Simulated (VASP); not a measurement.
# AlN (Cm) in VASP: further runs

Runs on AlN. Level: r2SCAN. Tasks: single point.

All numbers are computed with VASP 6.6.1; they aren't measurements. Logs are shortened: lines on timing, memory, paths and dates and some standing lists are left out, and cuts for length are marked.

## 1. The cell of the first run

It takes space group Cm (No. 8, monoclinic). Conventional cell: a = 5.388 Å, b = 3.111 Å, c = 9.996 Å, α = 90.00°, β = 95.16°, γ = 90.00°. Within 2.5 Å of Al (site symmetry m) lie 4 N at 1.89 to 2.12 Å. Al (site symmetry m) has 4 N at 1.89 to 1.92 Å within 2.5 Å. Al (site symmetry m) has 4 N at 1.89 to 1.92 Å within 2.5 Å. Al (site symmetry m) has 4 N at 1.89 to 1.92 Å within 2.5 Å. N (site symmetry m) has 4 Al at 1.89 to 2.12 Å within 2.5 Å. Within 2.5 Å of N (site symmetry m) lie 4 Al at 1.89 to 1.92 Å. N (site symmetry m) has 4 Al at 1.89 to 1.92 Å within 2.5 Å. N (site symmetry m) has 4 Al at 1.89 to 1.92 Å within 2.5 Å.

## 2. Single point, r2SCAN

File POSCAR:

```
AlN
1.0
   -3.1110021516      0.0000000000      0.0000000000
   -1.5555010758     -2.6942068945      0.0000000000
   -3.8885971394     -2.2450826052      9.9560000000
Al N
4 4
Direct
   -0.4197615417     -0.4197615417      0.9037500000
   -0.0031115417     -0.0031115417      0.4037500000
    0.5385467917      0.5385467917      0.1537500000
    0.1218967917      0.1218967917      0.6537500000
    0.2531282083      0.2531282083      0.0962500000
   -0.1635217917     -0.1635217917      0.5962500000
    0.3781365417      0.3781365417      0.3462500000
   -0.0385134583     -0.0385134583      0.8462500000
```

File INCAR.step1:

```
SYSTEM = AlN
PREC = Accurate
ENCUT = 520
ISMEAR = 0
SIGMA = 0.05
LREAL = .FALSE.
LASPH = .TRUE.
NELM = 100
NBANDS = 26
GGA = PE
ALGO = Normal
EDIFF = 1E-4
LWAVE = .TRUE.
LCHARG = .FALSE.
```

File INCAR.step2:

```
SYSTEM = AlN
PREC = Accurate
ENCUT = 520
EDIFF = 1E-6
ISMEAR = 0
SIGMA = 0.05
LREAL = .FALSE.
LASPH = .TRUE.
NELM = 100
ALGO = Normal
ISIF = 2
LWAVE = .FALSE.
LCHARG = .FALSE.
METAGGA = R2SCAN
LMIXTAU = .TRUE.
NBANDS = 26
ISTART = 1
```

File KPOINTS:

```
Automatic mesh
0
G
  8 8 3
  0 0 0
```

Potentials or basis: VASP PAW PBE potentials, release 64 (Al, N).

Run with:

```sh
cat potpaw_PBE.64/Al/POTCAR potpaw_PBE.64/N/POTCAR > POTCAR
cp INCAR.step1 INCAR
mpirun -np 1 vasp_std > vasp.out
cp INCAR.step2 INCAR
mpirun -np 1 vasp_std > vasp.out
```

OUTCAR:

```text
SYSTEM = AlN
   PREC = Accurate
   ENCUT = 520
   EDIFF = 1E-6
   ISMEAR = 0
   LREAL = .FALSE.
   LASPH = .TRUE.
   NELM = 100
   ISIF = 2
   METAGGA = R2SCAN
   ISTART = 1

 ion  position               nearest neighbor table
   1  0.580  0.580  0.904-   8 1.89   8 1.89   8 1.89   5 2.12   3 2.65   4 3.07   4 3.07   4 3.07

   2  0.997  0.997  0.404-   7 1.89   7 1.89   7 1.89   6 1.92   4 3.07   3 3.07   4 3.07   3 3.07
                             3 3.07   4 3.07
   3  0.539  0.539  0.154-   5 1.89   5 1.89   5 1.89   7 1.92   1 2.65   2 3.07   2 3.07   2 3.07

   4  0.122  0.122  0.654-   6 1.89   6 1.89   6 1.89   8 1.92   2 3.07   1 3.07   2 3.07   1 3.07
                             1 3.07   2 3.07
   5  0.253  0.253  0.096-   3 1.89   3 1.89   3 1.89   1 2.12
   6  0.836  0.836  0.596-   4 1.89   4 1.89   4 1.89   2 1.92
   7  0.378  0.378  0.346-   2 1.89   2 1.89   2 1.89   3 1.92
   8  0.961  0.961  0.846-   1 1.89   1 1.89   1 1.89   4 1.92

  LATTYP: Found a base centered monoclinic cell.
 ALAT       =     5.3884137890
 B/A-ratio  =     0.5773502692
 C/A-ratio  =     1.8551727990
 COS(beta)  =    -0.0898568587

  Lattice vectors:

 A1 = (  -3.1110021516,   0.0000000000,   0.0000000000)
 A2 = (  -1.5555010758,  -2.6942068945,   0.0000000000)
 A3 = (   0.7779060880,   0.4491242893,   9.9560000000)

Analysis of symmetry for initial positions (statically):
=====================================================================
 Subroutine PRICEL returns:
 Original cell was already a primitive cell.

 Routine SETGRP: Setting up the symmetry group for a
 base centered monoclinic supercell.

 Subroutine GETGRP returns: Found  2 space group operations
 (whereof  2 operations were pure point group operations)
 out of a pool of  4 trial point group operations.

The static configuration has the point symmetry C_1h.

Analysis of symmetry for dynamics (positions and initial velocities):
=====================================================================
 Subroutine PRICEL returns:
 Original cell was already a primitive cell.

 Routine SETGRP: Setting up the symmetry group for a
 base centered monoclinic supercell.

 Subroutine GETGRP returns: Found  2 space group operations
 (whereof  2 operations were pure point group operations)
 out of a pool of  4 trial point group operations.

The dynamic configuration has the point symmetry C_1h.

 Subroutine INISYM returns: Found  2 space group operations
 (whereof  2 operations are pure point group operations),
 and found     1 'primitive' translations

----------------------------------------------------------------------------------------

                                     Primitive cell

  volume of cell :      83.4480

  direct lattice vectors                    reciprocal lattice vectors
    -3.111002152  0.000000000  0.000000000    -0.321439829  0.185583372 -0.083698272
    -1.555501076 -2.694206895  0.000000000     0.000000000 -0.371166744 -0.083698272
    -3.888597139 -2.245082605  9.956000000     0.000000000  0.000000000  0.100441945

  length of vectors
     3.111002152  3.111002152 10.921699484     0.380486731  0.380486731  0.100441945

  position of ions in fractional coordinates (direct lattice)
     0.580238458  0.580238458  0.903750000
     0.996888458  0.996888458  0.403750000
     0.538546792  0.538546792  0.153750000
     0.121896792  0.121896792  0.653750000
     0.253128208  0.253128208  0.096250000
     0.836478208  0.836478208  0.596250000
     0.378136542  0.378136542  0.346250000
     0.961486542  0.961486542  0.846250000

  ion indices of the primitive-cell ions
   primitive index   ion index
                 1           1
                 2           2
                 3           3
                 4           4
                 5           5
                 6           6
                 7           7
                 8           8

----------------------------------------------------------------------------------------

 KPOINTS: Automatic mesh

Automatic generation of k-mesh.
 Grid dimensions read from file:
 generate k-points for:    8    8    3

 Generating k-lattice:

  Cartesian coordinates                     Fractional coordinates (reciprocal lattice)
    -0.040179979  0.023197921 -0.010462284     0.125000000  0.000000000  0.000000000
     0.000000000 -0.046395843 -0.010462284     0.000000000  0.125000000  0.000000000
     0.000000000  0.000000000  0.033480648     0.000000000  0.000000000  0.333333333

  Length of vectors
     0.047560841  0.047560841  0.033480648

  Shift w.r.t. Gamma in fractional coordinates (k-lattice)
     0.000000000  0.000000000  0.000000000

 Subroutine IBZKPT returns following result:
 ===========================================

 Found     57 irreducible k-points:

 Following reciprocal coordinates:
            Coordinates               Weight
  0.000000  0.000000  0.000000      1.000000
  0.125000  0.000000 -0.000000      4.000000
  0.250000  0.000000 -0.000000      4.000000
  0.375000  0.000000 -0.000000      4.000000
  0.500000  0.000000 -0.000000      2.000000
  0.125000  0.125000 -0.000000      2.000000
[... 16 lines left out ...]
  0.125000  0.000000  0.333333      4.000000
  0.250000  0.000000  0.333333      4.000000
 [... further k-points ...]
   k-points           NKPTS =     57   k-points in BZ     NKDIM =     57   number of bands    NBANDS=     26
   number of dos      NEDOS =    301   number of ions     NIONS =      8
   total plane-waves  NPLWV =  48384
   dimension x,y,z NGX =    24 NGY =   24 NGZ =   84
   dimension x,y,z NGXF=    48 NGYF=   48 NGZF=  168
   ions per type =               4   4
   NGX,Y,Z   is equivalent  to a cutoff of  12.83, 12.83, 12.79 a.u.
   NGXF,Y,Z  is equivalent  to a cutoff of  25.65, 25.65, 25.57 a.u.
 SYSTEM =  AlN
   PREC   = accura    normal or accurate (medium, high low for compatibility)
   ISTART =      1    job   : 0-new  1-cont  2-samecut
   ICHARG =      0    charge: 1-file 2-atom 10-const
   ISPIN  =      1    spin polarized calculation?
   LNONCOLLINEAR =      F non collinear calculations
   LSORBIT =      F    spin-orbit coupling
   LASPH  =      T    aspherical Exc in radial PAW
   ENCUT  =  520.0 eV  38.22 Ry    6.18 a.u.   5.78  5.78 20.31*2*pi/ulx,y,z
   NELM   =    100;   NELMIN=  2; NELMDL=  0     # of ELM steps
   EDIFF  = 0.1E-05   stopping-criterion for ELM
   LREAL  =      F    real-space projection
   EDIFFG = 0.1E-04   stopping-criterion for IOM
   NSW    =      0    number of steps for IOM
   IBRION =     -1    ionic relax: 0-MD 1-quasi-New 2-CG
   NFREE  =      0    steps in history (QN), initial steepest desc. (CG)
   ISIF   =      2    stress and relaxation
   ISYM   =      2    0-nonsym 1-usesym 2-fastsym
   POTIM  = 0.5000    time-step for ionic-motion
   TEBEG  =    0.0;   TEEND  =   0.0 temperature during run
   PSTRESS=    0.0 pullay stress
   NELECT =      32.0000    total number of electrons
   NUPDOWN=      -1.0000    fix difference up-down
   EMIN   =  10.00;   EMAX   =-10.00  energy-range for DOS
   EFERMI =   0.00;   METHOD = LEGACY
   ISMEAR =     0;   SIGMA  =   0.05  broadening in eV -4-tet -1-fermi 0-gaus
   EFERMI_NEDOS =   21; number of points for ismear=-14 and -15
   IALGO  =     38    algorithm
   IMIX   =      4    mixing-type and parameters
     AMIX     =   0.40;   BMIX     =  1.00
     AMIX_MAG =   1.60;   BMIX_MAG =  1.00
  volume/ion in A,a.u.               =      10.43        70.39
  Fermi-wavevector in a.u.,A,eV,Ry     =   1.189377  2.247596 19.247033  1.414617
  Thomas-Fermi vector in A             =   2.325485
   LORBIT       =      0    0 simple, 1 ext, 2 COOP (PROOUT), +10 PAW based schemes
   METAGGA = R2SCAN    functional components
   LHFCALC =     F    Hartree Fock is set to
   AEXX    =    0.0000 exact exchange contribution
   IVDW    =     0    specifies the selected vdW correction
   LEPSILON=     F    determine dielectric tensor
   LRPA    =     F    only Hartree local field effects (RPA)
 non-spin polarized calculation
 Gauss-broadening in eV      SIGMA  =   0.05
  energy-cutoff  :      520.00
  volume of cell :       83.45
 maximum number of plane-waves:      2265
   NGX = 11   NGY = 11   NGZ = 41

 number of electron      31.9999999 magnetization

 Free energy of the ion-electron system (eV)
  ---------------------------------------------------
  ext. energy  EPLUGINS =         0.00000000
  ---------------------------------------------------
  free energy    TOTEN  =       -76.00386611 eV

  energy without entropy =      -76.00386611  energy(sigma->0) =      -76.00386611

 E-fermi :   6.5048     XC(G=0): -11.4292

 val. band max:        6.2242939966   @ k =   0.0000   0.0000   0.0000
 cond. band min:      10.3969248670   @ k =   0.5000   0.5000   0.3333
 fundamental gap:      4.1726308704
 Fermi energy:         6.5047745372

 k-point     1 :       0.0000    0.0000    0.0000
  band No.  band energies     occupation
      1     -10.0279      2.00000
      2      -9.1498      2.00000
      3      -9.1196      2.00000
      4      -7.8936      2.00000
      5      -0.0736      2.00000
      6       2.5601      2.00000
[... 18 lines left out ...]
     25      18.0139      0.00000
     26      18.1963      0.00000

 k-point     2 :       0.1250    0.0000   -0.0000
  band No.  band energies     occupation
      1      -9.8173      2.00000
      2      -9.1212      2.00000
      3      -8.7977      2.00000
      4      -7.8039      2.00000
      5       0.2053      2.00000
      6       2.1383      2.00000
[... 18 lines left out ...]
     25      18.0130      0.00000
     26      18.3517      0.00000

 k-point     3 :       0.2500    0.0000   -0.0000
  band No.  band energies     occupation
      1      -9.2339      2.00000
      2      -8.7684      2.00000
      3      -8.2233      2.00000
      4      -7.5882      2.00000
      5       0.9208      2.00000
      6       1.4324      2.00000
[... 18 lines left out ...]
     25      17.5323      0.00000
     26      18.2260      0.00000

 k-point     4 :       0.3750    0.0000   -0.0000
  band No.  band energies     occupation
      1      -8.4623      2.00000
      2      -8.2195      2.00000
      3      -7.7011      2.00000
      4      -7.4162      2.00000
      5       0.4759      2.00000
      6       0.8212      2.00000
[... 18 lines left out ...]
     25      17.8187      0.00000
     26      18.3043      0.00000

 k-point     5 :       0.5000    0.0000   -0.0000
  band No.  band energies     occupation
      1      -7.9956      2.00000
      2      -7.8518      2.00000
      3      -7.5794      2.00000
      4      -7.4242      2.00000
      5       0.0617      2.00000
      6       0.3615      2.00000
[... 18 lines left out ...]
     25      17.8484      0.00000
     26      18.0937      0.00000

 k-point     6 :       0.1250    0.1250   -0.0000
  band No.  band energies     occupation
      1      -9.7872      2.00000
      2      -9.2680      2.00000
      3      -8.6263      2.00000
      4      -7.8561      2.00000
      5       0.3108      2.00000
      6       1.7781      2.00000
[... 427 lines left out ...]
 k-point    21 :       0.5000    0.5000   -0.0000
  band No.  band energies     occupation
      1      -8.1355      2.00000
      2      -7.7765      2.00000
      3      -7.6354      2.00000
      4      -7.2107      2.00000
      5      -0.2550      2.00000
      6       0.3905      2.00000
[... 18 lines left out ...]
     25      17.6446      0.00000
     26      18.5250      0.00000

 k-point    22 :       0.0000    0.0000    0.3333
  band No.  band energies     occupation
      1      -9.9206      2.00000
      2      -9.6091      2.00000
      3      -8.5800      2.00000
      4      -8.0938      2.00000
      5       0.2987      2.00000
      6       1.2977      2.00000
[... 18 lines left out ...]
     25      18.0241      0.00000
     26      18.0425      0.00000

 k-point    23 :       0.1250    0.0000    0.3333
  band No.  band energies     occupation
      1      -9.7785      2.00000
      2      -9.2914      2.00000
      3      -8.5994      2.00000
      4      -7.8753      2.00000
      5       0.3263      2.00000
      6       1.7593      2.00000
[... 18 lines left out ...]
     25      18.0309      0.00000
     26      18.4292      0.00000

 k-point    24 :       0.2500    0.0000    0.3333
  band No.  band energies     occupation
      1      -9.2574      2.00000
      2      -8.6697      2.00000
      3      -8.3336      2.00000
      4      -7.5522      2.00000
      5       0.8824      2.00000
      6       1.7292      2.00000
[... 18 lines left out ...]
     25      17.5174      0.00000
     26      18.2559      0.00000

 [... further k-points ...]

------------------------ aborting loop because EDIFF is reached ----------------------------------------

  FORCE on cell =-STRESS in cart. coord.  units (eV):
  Direction    XX          YY          ZZ          XY          YZ          ZX
  --------------------------------------------------------------------------------------
  -------------------------------------------------------------------------------------
  Total       -2.7161306     -0.9250815      0.6635885     -1.5510940     -1.6662449     -2.8860230
  in kB      -52.1488920    -17.7612877     12.7407008    -29.7805388    -31.9914026    -55.4107749
  external PRESSURE =     -19.0564930 kB  Pullay stress =       0.0000000 kB

 VOLUME and BASIS-vectors are now :
 -----------------------------------------------------------------------------
  energy-cutoff  :      520.00
  volume of cell :       83.45
      direct lattice vectors                 reciprocal lattice vectors
    -3.111002152  0.000000000  0.000000000    -0.321439829  0.185583372 -0.083698272
    -1.555501076 -2.694206895  0.000000000     0.000000000 -0.371166744 -0.083698272
    -3.888597139 -2.245082605  9.956000000     0.000000000  0.000000000  0.100441945

 POSITION                                       TOTAL-FORCE (eV/Angst)
 -----------------------------------------------------------------------------------
     -6.22200     -3.59228      8.99774         1.416721      0.817944     -0.085172
     -6.22200     -3.59228      4.01974        -0.014335     -0.008276      0.152469
     -3.11100     -1.79614      1.53074        -0.431925     -0.249372      1.258467
     -3.11100     -1.79614      6.50874         0.010589      0.006114      0.148692
     -1.55550     -0.89807      0.95826        -0.922759     -0.532755     -0.761051
     -6.22200     -3.59228      5.93626        -0.011156     -0.006441     -0.182753
     -3.11100     -1.79614      3.44726        -0.008881     -0.005127     -0.158937
     -7.77751     -4.49034      8.42526        -0.038255     -0.022086     -0.371714
 -----------------------------------------------------------------------------------
    total drift:                               -0.005925     -0.003421      0.020088

  FREE ENERGIE OF THE ION-ELECTRON SYSTEM (eV)
  ---------------------------------------------------
  free  energy   TOTEN  =       -76.0038661148 eV

  energy  without entropy=      -76.0038661148  energy(sigma->0) =      -76.00386611
```

Wall time 5 min (1 thread of Intel Xeon Platinum 8488C (Sapphire Rapids), shared host); peak memory 0.27 GiB.

Results:

| Quantity | Value |
| --- | --- |
| Free energy | -76.0039 eV |
| Pressure | -1.9 GPa |
| Largest force | 1.638 eV/Å |
| Band gap on the k mesh | 4.17 eV, indirect (least direct gap 4.24 eV) |

Forces in eV/Å, atoms in the order of the input:
```
Al   1.417  0.818 -0.085
Al  -0.014 -0.008  0.152
Al  -0.432 -0.249  1.258
Al   0.011  0.006  0.149
N   -0.923 -0.533 -0.761
N   -0.011 -0.006 -0.183
N   -0.009 -0.005 -0.159
N   -0.038 -0.022 -0.372
```

Stress tensor (GPa, compression positive):
```
-5.21 -2.98 -5.54
-2.98 -1.78 -3.20
-5.54 -3.20  1.27
```

Levels at points of the mesh, in eV from the valence-band top:
| k point | band 12 | band 13 | band 14 | band 15 | band 16 | band 17 | band 18 | band 19 | band 20 | band 21 |
| --- | --- | --- | --- | --- | --- | --- | --- | --- | --- | --- |
| (0.00, 0.00, 0.00) | -0.81 | -0.79 | -0.63 | -0.41 | 0.00 | 4.24 | 6.38 | 6.95 | 7.22 | 10.37 |
| (0.50, 0.00, 0.00) | -2.11 | -1.84 | -1.46 | -1.18 | -1.08 | 4.64 | 5.84 | 6.22 | 6.37 | 8.55 |
| (0.50, 0.50, 0.00) | -1.92 | -1.81 | -1.79 | -0.99 | -0.99 | 4.46 | 5.94 | 6.08 | 6.78 | 8.20 |

Caveat: the PAW data sets were made with another functional, which shifts forces and pressure a little. r2SCAN opens gaps a little over a GGA but as a rule still falls short of measured ones.

## 3. Single point, r2SCAN

File POSCAR:

```
AlN
1.0
   -3.1110021516      0.0000000000      0.0000000000
   -1.5555010758     -2.6942068945      0.0000000000
   -4.2777835085     -2.4697794602      9.9560000000
Al N
4 4
Direct
   -0.4951342917     -0.4951342917      0.9037500000
   -0.0367842917     -0.0367842917      0.4037500000
    0.5257240417      0.5257240417      0.1537500000
    0.0673740417      0.0673740417      0.6537500000
    0.2451009583      0.2451009583      0.0962500000
   -0.2132490417     -0.2132490417      0.5962500000
    0.3492592917      0.3492592917      0.3462500000
   -0.1090907083     -0.1090907083      0.8462500000
```

File INCAR.step1:

```
  ALGO = Normal
  EDIFF = 1E-4
  ENCUT = 520
  GGA = PE
  ISMEAR = 0
  LASPH = T
  LCHARG = F
  LREAL = F
  LWAVE = T
  NBANDS = 26
  NELM = 100
  PREC = Accurate
  SIGMA = 0.05
```

File INCAR.step2:

```
  ALGO = Normal
  EDIFF = 1E-6
  ENCUT = 520
  ISIF = 2
  ISMEAR = 0
  ISTART = 1
  LASPH = T
  LCHARG = F
  LMIXTAU = T
  LREAL = F
  LWAVE = F
  METAGGA = R2SCAN
  NBANDS = 26
  NELM = 100
  PREC = Accurate
  SIGMA = 0.05
```

File KPOINTS:

```
k-points
0
Gamma
  8 8 3
```

Potentials or basis: VASP PAW PBE potentials, release 64 (Al, N).

Run with:

```sh
cat potpaw_PBE.64/Al/POTCAR potpaw_PBE.64/N/POTCAR > POTCAR
cp INCAR.step1 INCAR
mpirun -np 1 vasp_std > vasp.out
cp INCAR.step2 INCAR
mpirun -np 1 vasp_std > vasp.out
```

Run time: 3.7 min. Hardware: 1 thread of Intel Xeon Platinum 8559C (Emerald Rapids), shared host; peak memory 0.26 GiB.

The run converged. Its results:

* Free energy: -76.6481 eV
* Pressure: -1.3 GPa
* Largest force: 1.028 eV/Å
* Band gap on the k mesh: 4.63 eV, direct

Forces on the atoms (eV/Å):
```
Al   0.865  0.500  0.244
Al  -0.012 -0.007  0.177
Al  -0.238 -0.138  0.489
Al   0.024  0.014  0.173
N   -0.695 -0.401 -0.451
N   -0.003 -0.002 -0.185
N   -0.017 -0.010 -0.179
N    0.075  0.044 -0.269
```

Stress tensor (GPa, compression positive):
```
-2.03 -1.30 -4.06
-1.30 -0.53 -2.35
-4.06 -2.35 -1.42
```

Levels at points of the mesh, in eV from the valence-band top:
```tsv
k point	band 12	band 13	band 14	band 15	band 16	band 17	band 18	band 19	band 20	band 21
(0.00, 0.00, 0.00)	-0.71	-0.70	-0.50	-0.33	0.00	4.63	6.88	7.08	7.33	10.88
(0.50, 0.00, 0.00)	-2.11	-1.60	-1.28	-1.13	-1.05	5.38	5.81	6.33	6.42	9.44
(0.50, 0.50, 0.00)	-1.77	-1.69	-1.67	-1.23	-0.88	5.42	6.01	6.14	6.57	8.66
```

Caveat: the PAW data sets were made with another functional, which shifts forces and pressure a little. r2SCAN opens gaps a little over a GGA but as a rule still falls short of measured ones.
